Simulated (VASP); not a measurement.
# Cr in VASP: single point with RPBE

Aim: the single point of Cr with RPBE.

All numbers are computed with VASP 6.6.1; they aren't measurements. Logs are shortened: lines on timing, memory, paths and dates and some standing lists are left out, and cuts for length are marked.

### Step 1. The cell of the first run

The cell holds a atom, 1 atom: a = 14.000 Å, b = 14.400 Å, c = 14.800 Å, α = 90.00°, β = 90.00°, γ = 90.00°.

### Step 2. Single point, RPBE, collinear spin, ferromagnetic start

File INCAR:

```
SYSTEM = Cr
PREC = Accurate
ENCUT = 400
EDIFF = 1E-6
ISMEAR = -1
SIGMA = 0.01
LREAL = .FALSE.
LASPH = .TRUE.
NELM = 200
ALGO = Normal
ISIF = 2
LWAVE = .FALSE.
LCHARG = .TRUE.
ISPIN = 2
MAGMOM = 6
LORBIT = 11
LMAXMIX = 4
GGA = RP
LELF = .TRUE.
LVHAR = .TRUE.
ISYM = 0
NBANDS = 16
GGA_COMPAT = .FALSE.
```

File KPOINTS:

```
regular mesh
0
G
  1 1 1
  0 0 0
```

File POSCAR:

```
Cr
1.0
   14.0000000000      0.0000000000      0.0000000000
    0.0000000000     14.4000000000      0.0000000000
    0.0000000000      0.0000000000     14.8000000000
Cr
1
Direct
    0.5000000000      0.5000000000      0.5000000000
```

Potentials or basis: VASP PAW PBE potentials, release 64 (Cr_pv).

The run is started by

```sh
cat potpaw_PBE.64/Cr_pv/POTCAR > POTCAR
mpirun -np 1 vasp_gam > vasp.out
```

OUTCAR:

```text
SYSTEM = Cr
   PREC = Accurate
   ENCUT = 400
   EDIFF = 1E-6
   ISMEAR = -1
   LREAL = .FALSE.
   LASPH = .TRUE.
   NELM = 200
   ISIF = 2
   ISPIN = 2
   LORBIT = 11
   GGA = RP
   ISYM = 0

 ion  position               nearest neighbor table
   1  0.500  0.500  0.500-

IMPORTANT INFORMATION: All symmetrisations will be switched off!
NOSYMM: (Re-)initialisation of all symmetry stuff for point group C_1.

----------------------------------------------------------------------------------------

                                     Primitive cell

  volume of cell :    2983.6800

  direct lattice vectors                    reciprocal lattice vectors
    14.000000000  0.000000000  0.000000000     0.071428571  0.000000000  0.000000000
     0.000000000 14.400000000  0.000000000     0.000000000  0.069444444  0.000000000
     0.000000000  0.000000000 14.800000000     0.000000000  0.000000000  0.067567568

  length of vectors
    14.000000000 14.400000000 14.800000000     0.071428571  0.069444444  0.067567568

  position of ions in fractional coordinates (direct lattice)
     0.500000000  0.500000000  0.500000000

  ion indices of the primitive-cell ions
   primitive index   ion index
                 1           1

----------------------------------------------------------------------------------------

 KPOINTS: regular mesh

Automatic generation of k-mesh.
 Grid dimensions read from file:
 generate k-points for:    1    1    1

 Generating k-lattice:

  Cartesian coordinates                     Fractional coordinates (reciprocal lattice)
     0.071428571  0.000000000  0.000000000     1.000000000  0.000000000  0.000000000
     0.000000000  0.069444444  0.000000000     0.000000000  1.000000000  0.000000000
     0.000000000  0.000000000  0.067567568     0.000000000  0.000000000  1.000000000

  Length of vectors
     0.071428571  0.069444444  0.067567568

  Shift w.r.t. Gamma in fractional coordinates (k-lattice)
     0.000000000  0.000000000  0.000000000

 Subroutine IBZKPT returns following result:
 ===========================================

 Found      1 irreducible k-points:

 Following reciprocal coordinates:
            Coordinates               Weight
  0.000000  0.000000  0.000000      1.000000
   k-points           NKPTS =      1   k-points in BZ     NKDIM =      1   number of bands    NBANDS=     16
   number of dos      NEDOS =    301   number of ions     NIONS =      1
   total plane-waves  NPLWV = 903168
   dimension x,y,z NGX =    96 NGY =   96 NGZ =   98
   dimension x,y,z NGXF=   192 NGYF=  192 NGZF=  196
   ions per type =               1
   NGX,Y,Z   is equivalent  to a cutoff of  11.40, 11.08, 11.01 a.u.
   NGXF,Y,Z  is equivalent  to a cutoff of  22.80, 22.17, 22.02 a.u.
 SYSTEM =  Cr
   PREC   = accura    normal or accurate (medium, high low for compatibility)
   ISTART =      0    job   : 0-new  1-cont  2-samecut
   ICHARG =      2    charge: 1-file 2-atom 10-const
   ISPIN  =      2    spin polarized calculation?
   LNONCOLLINEAR =      F non collinear calculations
   LSORBIT =      F    spin-orbit coupling
   LASPH  =      T    aspherical Exc in radial PAW
   ENCUT  =  400.0 eV  29.40 Ry    5.42 a.u.  22.83 23.48 24.14*2*pi/ulx,y,z
   NELM   =    200;   NELMIN=  2; NELMDL= -5     # of ELM steps
   EDIFF  = 0.1E-05   stopping-criterion for ELM
   LREAL  =      F    real-space projection
   EDIFFG = 0.1E-04   stopping-criterion for IOM
   NSW    =      0    number of steps for IOM
   IBRION =     -1    ionic relax: 0-MD 1-quasi-New 2-CG
   NFREE  =      0    steps in history (QN), initial steepest desc. (CG)
   ISIF   =      2    stress and relaxation
   ISYM   =      0    0-nonsym 1-usesym 2-fastsym
   POTIM  = 0.5000    time-step for ionic-motion
   TEBEG  =    0.0;   TEEND  =   0.0 temperature during run
   PSTRESS=    0.0 pullay stress
   NELECT =      12.0000    total number of electrons
   NUPDOWN=      -1.0000    fix difference up-down
   EMIN   =  10.00;   EMAX   =-10.00  energy-range for DOS
   EFERMI =   0.00;   METHOD = LEGACY
   ISMEAR =    -1;   SIGMA  =   0.01  broadening in eV -4-tet -1-fermi 0-gaus
   EFERMI_NEDOS =   21; number of points for ismear=-14 and -15
   IALGO  =     38    algorithm
   IMIX   =      4    mixing-type and parameters
     AMIX     =   0.40;   BMIX     =  1.00
     AMIX_MAG =   1.60;   BMIX_MAG =  1.00
  volume/ion in A,a.u.               =    2983.68     20134.87
  Fermi-wavevector in a.u.,A,eV,Ry     =   0.260346  0.491983  0.922205  0.067780
  Thomas-Fermi vector in A             =   1.088001
   LORBIT       =     11    0 simple, 1 ext, 2 COOP (PROOUT), +10 PAW based schemes
   GGA     = RP    functional components
   LHFCALC =     F    Hartree Fock is set to
   AEXX    =    0.0000 exact exchange contribution
   IVDW    =     0    specifies the selected vdW correction
   LEPSILON=     F    determine dielectric tensor
   LRPA    =     F    only Hartree local field effects (RPA)
 spin polarized calculation
  energy-cutoff  :      400.00
  volume of cell :     2983.68
 maximum number of plane-waves:     27122
 NGX is ok and might be reduce to    90
   NGX = 45   NGY = 47   NGZ = 49

 number of electron      12.0000014 magnetization       6.0000006

 Free energy of the ion-electron system (eV)
  ---------------------------------------------------
  ext. energy  EPLUGINS =         0.00000000
  ---------------------------------------------------
  free energy    TOTEN  =        -5.48900891 eV

  energy without entropy =       -5.48900891  energy(sigma->0) =       -5.48900891

 E-fermi :  -3.3183     XC(G=0):  -0.2828

 val. band max:       -3.5934317253   @ k =   0.0000   0.0000   0.0000
 cond. band min:      -1.4405658512   @ k =   0.0000   0.0000   0.0000
 fundamental gap:      2.1528658741
 Fermi energy:        -3.3182679982

 spin component 1

 k-point     1 :       0.0000    0.0000    0.0000
  band No.  band energies     occupation
      1     -46.1391      1.00000
      2     -46.1391      1.00000
      3     -46.1390      1.00000
      4      -4.3464      1.00000
      5      -3.5935      1.00000
      6      -3.5935      1.00000
[... 8 lines left out ...]
     15       0.4624      0.00000
     16       0.6188      0.00000
 Fermi energy:        -3.3182679982

 spin component 2

 k-point     1 :       0.0000    0.0000    0.0000
  band No.  band energies     occupation
      1     -41.7625      1.00000
      2     -41.7625      1.00000
      3     -41.7625      1.00000
      4      -1.4406      0.00000
      5       0.1371      0.00000
      6       0.4235      0.00000
[... 8 lines left out ...]
     15       0.8324      0.00000
     16       1.0247      0.00000

------------------------ aborting loop because EDIFF is reached ----------------------------------------

  FORCE on cell =-STRESS in cart. coord.  units (eV):
  Direction    XX          YY          ZZ          XY          YZ          ZX
  --------------------------------------------------------------------------------------
  -------------------------------------------------------------------------------------
  Total       -0.1400815     -0.1397216     -0.1405553     -0.0000012      0.0000027      0.0000012
  in kB       -0.0752210     -0.0750277     -0.0754754     -0.0000006      0.0000014      0.0000006
  external PRESSURE =      -0.0752414 kB  Pullay stress =       0.0000000 kB

 VOLUME and BASIS-vectors are now :
 -----------------------------------------------------------------------------
  energy-cutoff  :      400.00
  volume of cell :     2983.68
      direct lattice vectors                 reciprocal lattice vectors
    14.000000000  0.000000000  0.000000000     0.071428571  0.000000000  0.000000000
     0.000000000 14.400000000  0.000000000     0.000000000  0.069444444  0.000000000
     0.000000000  0.000000000 14.800000000     0.000000000  0.000000000  0.067567568

 POSITION                                       TOTAL-FORCE (eV/Angst)
 -----------------------------------------------------------------------------------
      7.00000      7.20000      7.40000         0.000001     -0.000003      0.000004
 -----------------------------------------------------------------------------------
    total drift:                                0.000001     -0.000003      0.000004

  FREE ENERGIE OF THE ION-ELECTRON SYSTEM (eV)
  ---------------------------------------------------
  free  energy   TOTEN  =        -5.4890089113 eV

  energy  without entropy=       -5.4890089113  energy(sigma->0) =       -5.48900891

 total charge

# of ion       s       p       d       tot
------------------------------------------
    1        0.253   5.974   4.341  10.567

 magnetization (x)

# of ion       s       p       d       tot
------------------------------------------
    1        0.253   0.005   4.341   4.598
```

It took 13 min on 1 thread of Intel Xeon 8259CL, shared host; peak memory 2 GiB.

Results:

```
Free energy                                           : -5.4890 eV
Pressure                                              : 0.0 GPa
Band gap on the k mesh                                : 2.15 eV
Net moment                                            : 6.00 μB per cell
Site moments                                          : Cr +4.60 μB
Valence electrons inside the program's atomic spheres : Cr 10.57
```

Caveat: the PAW data sets were made with another functional, which shifts forces and pressure a little.
